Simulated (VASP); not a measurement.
# Si (R-3m) in VASP: single point with HSE06

Aim: the single point of Si with HSE06.

Program: VASP 6.6.1. These are calculated values, not measurements. Logs are shortened: lines on timing, memory, paths and dates and some standing lists are left out, and cuts for length are marked.

## (1) The cell of the first run

It takes space group R-3m (No. 166, trigonal). Conventional cell: a = 3.696 Å, b = 3.696 Å, c = 9.604 Å, α = 90.00°, β = 90.00°, γ = 120.00°. Within 3.0 Å of Si (site symmetry 3m) lie 4 Si at 2.30 to 2.35 Å.

## (2) Single point, HSE06 (epitaxial 111 strain -4.0%)

POSCAR reads:

```
Si
1.0
    0.1060954080      2.7193295478      2.7193295478
    2.7193295478      0.1060954080      2.7193295478
    2.7193295478      2.7193295478      0.1060954080
Si
2
Direct
    0.0026859547      0.0026859547      0.0026859547
    0.2473140453      0.2473140453      0.2473140453
```

INCAR.step1 reads:

```
PREC = Accurate ; ENCUT = 520
EDIFF = 1E-5 ; ISMEAR = -1
SIGMA = 0.02 ; LREAL = F
LASPH = T ; NELM = 80
ALGO = Normal ; ISIF = 2
LWAVE = T ; GGA = PE
NBANDS = 11
```

INCAR.step2 reads:

```
PREC = Accurate ; ENCUT = 520
EDIFF = 1E-7 ; ISMEAR = -1
SIGMA = 0.02 ; LREAL = F
LASPH = T ; NELM = 80
ALGO = Normal ; ISIF = 2
LWAVE = F ; LCHARG = T
GGA = PE ; LHFCALC = T
HFSCREEN = 0.2079 ; PRECFOCK = Normal
LELF = T ; LVHAR = T
ISTART = 1 ; NBANDS = 11
```

KPOINTS reads:

```
regular mesh
0
Gamma
  6 6 6
```

Potentials or basis: VASP PAW PBE potentials, release 64 (Si).

Launch:

```
> cat potpaw_PBE.64/Si/POTCAR > POTCAR
> cp INCAR.step1 INCAR
> mpirun -np 1 vasp_std > vasp.out
> cp INCAR.step2 INCAR
> mpirun -np 1 vasp_std > vasp.out
```

OUTCAR:

```text
PREC = Accurate
   ENCUT = 520
   EDIFF = 1E-7
   ISMEAR = -1
   LREAL = F
   LASPH = T
   NELM = 80
   ISIF = 2
   GGA = PE
   LHFCALC = T
   HFSCREEN = 0.2079
   PRECFOCK = Normal
   ISTART = 1

 ion  position               nearest neighbor table
   1  0.003  0.003  0.003-   2 2.30   2 2.30   2 2.30   2 2.35
   2  0.247  0.247  0.247-   1 2.30   1 2.30   1 2.30   1 2.35

  LATTYP: Found a trigonal (rhomboedric) cell.
 ALAT       =     3.8471759272
 COS(alpha) =     0.5386053511

  Lattice vectors:

 A1 = (   0.1060954080,   2.7193295478,   2.7193295478)
 A2 = (   2.7193295478,   0.1060954080,   2.7193295478)
 A3 = (   2.7193295478,   2.7193295478,   0.1060954080)

Analysis of symmetry for initial positions (statically):
=====================================================================
 Subroutine PRICEL returns:
 Original cell was already a primitive cell.

 Routine SETGRP: Setting up the symmetry group for a
 trigonal (rhombohedral) supercell.

 Subroutine GETGRP returns: Found 12 space group operations
 (whereof  6 operations were pure point group operations)
 out of a pool of 12 trial point group operations.

The static configuration has the point symmetry C_3v.
 The point group associated with its full space group is D_3d.

Analysis of symmetry for dynamics (positions and initial velocities):
=====================================================================
 Subroutine PRICEL returns:
 Original cell was already a primitive cell.

 Routine SETGRP: Setting up the symmetry group for a
 trigonal (rhombohedral) supercell.

 Subroutine GETGRP returns: Found 12 space group operations
 (whereof  6 operations were pure point group operations)
 out of a pool of 12 trial point group operations.

The dynamic configuration has the point symmetry C_3v.
 The point group associated with its full space group is D_3d.

 Subroutine INISYM returns: Found 12 space group operations
 (whereof  6 operations are pure point group operations),
 and found     1 'primitive' translations

----------------------------------------------------------------------------------------

                                     Primitive cell

  volume of cell :      37.8651

  direct lattice vectors                    reciprocal lattice vectors
     0.106095408  2.719329548  2.719329548    -0.194994845  0.187672741  0.187672741
     2.719329548  0.106095408  2.719329548     0.187672741 -0.194994845  0.187672741
     2.719329548  2.719329548  0.106095408     0.187672741  0.187672741 -0.194994845

  length of vectors
     3.847175927  3.847175927  3.847175927     0.329340409  0.329340409  0.329340409

  position of ions in fractional coordinates (direct lattice)
     0.002685955  0.002685955  0.002685955
     0.247314045  0.247314045  0.247314045

  ion indices of the primitive-cell ions
   primitive index   ion index
                 1           1
                 2           2

----------------------------------------------------------------------------------------

 KPOINTS: regular mesh

Automatic generation of k-mesh.
 Grid dimensions read from file:
 generate k-points for:    6    6    6

 Generating k-lattice:

  Cartesian coordinates                     Fractional coordinates (reciprocal lattice)
    -0.032499141  0.031278790  0.031278790     0.166666667  0.000000000  0.000000000
     0.031278790 -0.032499141  0.031278790     0.000000000  0.166666667  0.000000000
     0.031278790  0.031278790 -0.032499141     0.000000000  0.000000000  0.166666667

  Length of vectors
     0.054890068  0.054890068  0.054890068

  Shift w.r.t. Gamma in fractional coordinates (k-lattice)
     0.000000000  0.000000000  0.000000000

 Subroutine IBZKPT returns following result:
 ===========================================

 Found     32 irreducible k-points:

 Following reciprocal coordinates:
            Coordinates               Weight
  0.000000  0.000000  0.000000      1.000000
  0.166667 -0.000000 -0.000000      6.000000
  0.333333 -0.000000 -0.000000      6.000000
  0.500000  0.000000  0.000000      3.000000
  0.166667  0.166667  0.000000      6.000000
  0.333333  0.166667 -0.000000     12.000000
[... 16 lines left out ...]
  0.500000  0.500000  0.166667      6.000000
 -0.333333  0.500000  0.166667     12.000000
 [... further k-points ...]
   k-points           NKPTS =     32   k-points in BZ     NKDIM =    216   number of bands    NBANDS=     11
   number of dos      NEDOS =    301   number of ions     NIONS =      2
   total plane-waves  NPLWV =  27000
   dimension x,y,z NGX =    30 NGY =   30 NGZ =   30
   dimension x,y,z NGXF=    60 NGYF=   60 NGZF=   60
   ions per type =               2
   NGX,Y,Z   is equivalent  to a cutoff of  12.96, 12.96, 12.96 a.u.
   NGXF,Y,Z  is equivalent  to a cutoff of  25.93, 25.93, 25.93 a.u.
 SYSTEM =  unknown system
   PREC   = accura    normal or accurate (medium, high low for compatibility)
   ISTART =      1    job   : 0-new  1-cont  2-samecut
   ICHARG =      0    charge: 1-file 2-atom 10-const
   ISPIN  =      1    spin polarized calculation?
   LNONCOLLINEAR =      F non collinear calculations
   LSORBIT =      F    spin-orbit coupling
   LASPH  =      T    aspherical Exc in radial PAW
   ENCUT  =  520.0 eV  38.22 Ry    6.18 a.u.   7.15  7.15  7.15*2*pi/ulx,y,z
   NELM   =     80;   NELMIN=  2; NELMDL=  0     # of ELM steps
   EDIFF  = 0.1E-06   stopping-criterion for ELM
   LREAL  =      F    real-space projection
   EDIFFG = 0.1E-05   stopping-criterion for IOM
   NSW    =      0    number of steps for IOM
   IBRION =     -1    ionic relax: 0-MD 1-quasi-New 2-CG
   NFREE  =      0    steps in history (QN), initial steepest desc. (CG)
   ISIF   =      2    stress and relaxation
   ISYM   =      3    0-nonsym 1-usesym 2-fastsym
   POTIM  = 0.5000    time-step for ionic-motion
   TEBEG  =    0.0;   TEEND  =   0.0 temperature during run
   PSTRESS=    0.0 pullay stress
   NELECT =       8.0000    total number of electrons
   NUPDOWN=      -1.0000    fix difference up-down
   EMIN   =  10.00;   EMAX   =-10.00  energy-range for DOS
   EFERMI =   0.00;   METHOD = LEGACY
   ISMEAR =    -1;   SIGMA  =   0.02  broadening in eV -4-tet -1-fermi 0-gaus
   EFERMI_NEDOS =   21; number of points for ismear=-14 and -15
   IALGO  =     38    algorithm
   IMIX   =      1    mixing-type and parameters
     AMIX     =   0.40;   BMIX     =  1.00
     AMIX_MAG =   1.60;   BMIX_MAG =  1.00
  volume/ion in A,a.u.               =      18.93       127.76
  Fermi-wavevector in a.u.,A,eV,Ry     =   0.975046  1.842570 12.935263  0.950715
  Thomas-Fermi vector in A             =   2.105554
   LORBIT       =      0    0 simple, 1 ext, 2 COOP (PROOUT), +10 PAW based schemes
   GGA     = PE    functional components
   LHFCALC =     T    Hartree Fock is set to
   PRECFOCK=normal    Normal, Fast or Accurate (Low or Medium for compatibility)
   ENCUT4O =  -1.0   cutoff for four orbital integrals eV
   NKREDX  =     1    reduce k-point grid by
   NKREDY  =     1    reduce k-point grid by
   NKREDZ  =     1    reduce k-point grid by
   AEXX    =    0.2500 exact exchange contribution
   HFSCREEN=    0.2079 screening length (either q_TF or 0.3 A-1)
   HFSCREENC=   0.2079 screening length for correlation (either q_TF or 0.3 A-1)
   ENCUTFOCK=  -1.0 apply spherical cutoff to Coloumb kernel
   IVDW    =     0    specifies the selected vdW correction
   LEPSILON=     F    determine dielectric tensor
   LRPA    =     F    only Hartree local field effects (RPA)
 non-spin polarized calculation
  energy-cutoff  :      520.00
  volume of cell :       37.87
 maximum number of plane-waves:      1030
 NGX is ok and might be reduce to    30
  NGX = 24; NGY = 24; NGZ = 24

 number of electron       8.0000000 magnetization

 Free energy of the ion-electron system (eV)
  ---------------------------------------------------
  ext. energy  EPLUGINS =         0.00000000
  ---------------------------------------------------
  free energy    TOTEN  =       -12.44082258 eV

  energy without entropy =      -12.44082258  energy(sigma->0) =      -12.44082258

 E-fermi :   6.6096     XC(G=0):  -8.0217

 val. band max:        6.3074438636   @ k =   0.0000   0.0000   0.0000
 cond. band min:       6.9198415838   @ k =   0.5000   0.5000  -0.0000
 fundamental gap:      0.6123977202
 Fermi energy:         6.6095879113

 k-point     1 :       0.0000    0.0000    0.0000
  band No.  band energies     occupation
      1      -7.6562      2.00000
      2       5.5919      2.00000
      3       6.3074      2.00000
      4       6.3074      2.00000
      5       8.6966      0.00000
      6       9.6745      0.00000
      7       9.6745      0.00000
      8      11.3340      0.00000
      9      14.9155      0.00000
     10      14.9155      0.00000
     11      15.1491      0.00000

 k-point     2 :       0.1667   -0.0000   -0.0000
  band No.  band energies     occupation
      1      -7.2230      2.00000
      2       3.6279      2.00000
      3       5.1998      2.00000
      4       5.7320      2.00000
      5       9.0540      0.00000
      6       9.8552      0.00000
      7      10.4085      0.00000
      8      13.2082      0.00000
      9      14.0535      0.00000
     10      14.2862      0.00000
     11      16.4017      0.00000

 k-point     3 :       0.3333   -0.0000   -0.0000
  band No.  band energies     occupation
      1      -5.9917      2.00000
      2       0.1195      2.00000
      3       4.6242      2.00000
      4       5.0110      2.00000
      5       8.5230      0.00000
      6      10.1572      0.00000
      7      10.5335      0.00000
      8      14.3905      0.00000
      9      15.2014      0.00000
     10      15.6783      0.00000
     11      17.0094      0.00000

 k-point     4 :       0.5000    0.0000    0.0000
  band No.  band energies     occupation
      1      -4.7840      2.00000
      2      -1.9076      2.00000
      3       4.4258      2.00000
      4       4.7465      2.00000
      5       8.2662      0.00000
      6       9.9335      0.00000
      7      10.2743      0.00000
      8      14.5740      0.00000
      9      17.5307      0.00000
     10      17.8254      0.00000
     11      18.6231      0.00000

 k-point     5 :       0.1667    0.1667    0.0000
  band No.  band energies     occupation
      1      -7.0927      2.00000
      2       3.8333      2.00000
      3       4.5357      2.00000
      4       4.9886      2.00000
      5       8.4164      0.00000
      6      10.9510      0.00000
      7      11.6022      0.00000
      8      11.6396      0.00000
      9      14.2149      0.00000
     10      15.5049      0.00000
     11      17.1756      0.00000
[... 211 lines left out ...]
 k-point    21 :      -0.3333    0.3333    0.1667
  band No.  band energies     occupation
      1      -3.7438      2.00000
      2      -1.7082      2.00000
      3       1.4460      2.00000
      4       2.8506      2.00000
      5       9.9901      0.00000
      6      10.7158      0.00000
      7      12.8169      0.00000
      8      14.1858      0.00000
      9      14.6108      0.00000
     10      19.1097      0.00000
     11      20.5139      0.00000

 k-point    22 :      -0.1667    0.3333    0.1667
  band No.  band energies     occupation
      1      -4.8812      2.00000
      2      -0.2790      2.00000
      3       1.9927      2.00000
      4       3.3731      2.00000
      5       9.3757      0.00000
      6      10.5028      0.00000
      7      11.0806      0.00000
      8      14.1759      0.00000
      9      16.3751      0.00000
     10      18.2218      0.00000
     11      20.6125      0.00000

 k-point    23 :       0.5000    0.5000    0.1667
  band No.  band energies     occupation
      1      -4.2074      2.00000
      2      -1.2749      2.00000
      3       1.7299      2.00000
      4       3.4285      2.00000
      5       7.9222      0.00000
      6       9.2122      0.00000
      7      15.2382      0.00000
      8      15.6270      0.00000
      9      17.7628      0.00000
     10      17.9973      0.00000
     11      19.6689      0.00000

 k-point    24 :      -0.3333    0.5000    0.1667
  band No.  band energies     occupation
      1      -2.7956      2.00000
      2      -2.4944      2.00000
      3       1.7174      2.00000
      4       1.9973      2.00000
      5       9.0989      0.00000
      6       9.9430      0.00000
      7      13.5717      0.00000
      8      14.6607      0.00000
      9      18.1394      0.00000
     10      18.1829      0.00000
     11      20.8036      0.00000

 [... further k-points ...]

------------------------ aborting loop because EDIFF is reached ----------------------------------------

  FORCE on cell =-STRESS in cart. coord.  units (eV):
  Direction    XX          YY          ZZ          XY          YZ          ZX
  --------------------------------------------------------------------------------------
  -------------------------------------------------------------------------------------
  Total        1.5089782      1.5089782      1.5089782     -0.8227520     -0.8227520     -0.8227520
  in kB       63.8490721     63.8490721     63.8490721    -34.8129272    -34.8129272    -34.8129272
  external PRESSURE =      63.8490721 kB  Pullay stress =       0.0000000 kB

 VOLUME and BASIS-vectors are now :
 -----------------------------------------------------------------------------
  energy-cutoff  :      520.00
  volume of cell :       37.87
      direct lattice vectors                 reciprocal lattice vectors
     0.106095408  2.719329548  2.719329548    -0.194994845  0.187672741  0.187672741
     2.719329548  0.106095408  2.719329548     0.187672741 -0.194994845  0.187672741
     2.719329548  2.719329548  0.106095408     0.187672741  0.187672741 -0.194994845

 POSITION                                       TOTAL-FORCE (eV/Angst)
 -----------------------------------------------------------------------------------
      0.01489      0.01489      0.01489        -0.010283     -0.010283     -0.010283
      1.37130      1.37130      1.37130         0.010283      0.010283      0.010283
 -----------------------------------------------------------------------------------
    total drift:                                0.000000      0.000000      0.000000

  FREE ENERGIE OF THE ION-ELECTRON SYSTEM (eV)
  ---------------------------------------------------
  free  energy   TOTEN  =       -12.4408225839 eV

  energy  without entropy=      -12.4408225805  energy(sigma->0) =      -12.44082258
```

It took 27 min on 1 thread of Intel Xeon Platinum 8259CL at 2.50GHz (Skylake/Cascade Lake), shared host; peak memory 0.27 GiB.

What came out:

| Item | Value |
| --- | --- |
| Free energy | -12.4408 eV |
| Pressure | 6.4 GPa |
| Largest force | 0.018 eV/Å |
| Band gap on the k mesh | 0.61 eV (least direct gap 2.39 eV) |

Forces on the atoms (eV/Å):
```
Si  -0.010 -0.010 -0.010
Si   0.010  0.010  0.010
```

Stress tensor (GPa, compression positive):
```
 6.38 -3.48 -3.48
-3.48  6.38 -3.48
-3.48 -3.48  6.38
```

Caveat: the cell differs from its parent crystal (epitaxial 111 strain -4.0%); the cell stands under pressure; the PAW data sets were made with another functional, which shifts forces and pressure a little. A k mesh can miss the band edges.
